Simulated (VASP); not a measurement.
A run of VASP 6.6.1:

The input INCAR:

```
PREC = Accurate
ENCUT = 520
EDIFF = 1E-7
ISMEAR = 0
SIGMA = 0.1
LREAL = F
LASPH = T
NELM = 100
ALGO = Normal
ISIF = 2
LWAVE = F
LCHARG = F
GGA = PS
NBANDS = 23
```

Contents of KPOINTS:

```
Automatic mesh
0
Gamma
  12 12 10
```

File POSCAR:

```
SbPt
1.0
    4.2020647586      0.0000000000      0.0000000000
   -2.1010323793      3.6390948293      0.0000000000
    0.0000000000      0.0000000000      5.3044322160
Sb Pt
2 2
Direct
    0.3333333339      0.6666666661      0.2500000000
    0.6666666661      0.3333333339      0.7500000000
    0.0000000000      0.0000000000      0.0000000000
    0.0000000000      0.0000000000      0.5000000000
```

Potentials or basis: VASP PAW PBE potentials, release 64 (Sb, Pt).

Run with:

```bash
$ cat potpaw_PBE.64/Sb/POTCAR potpaw_PBE.64/Pt/POTCAR > POTCAR
$ mpirun -np 1 vasp_std > vasp.out
```

Hardware: 1 thread of Intel(R) Xeon(R) 6975P-C (Granite Rapids) (shared host).

**Question.** How long does it take, and how much memory?

**Answer.** Wall time 63 s on 1 thread of Intel(R) Xeon(R) 6975P-C (Granite Rapids), with other jobs on the host, peak memory 0.33 GiB. Counts: scf iterations 14, k points 114.
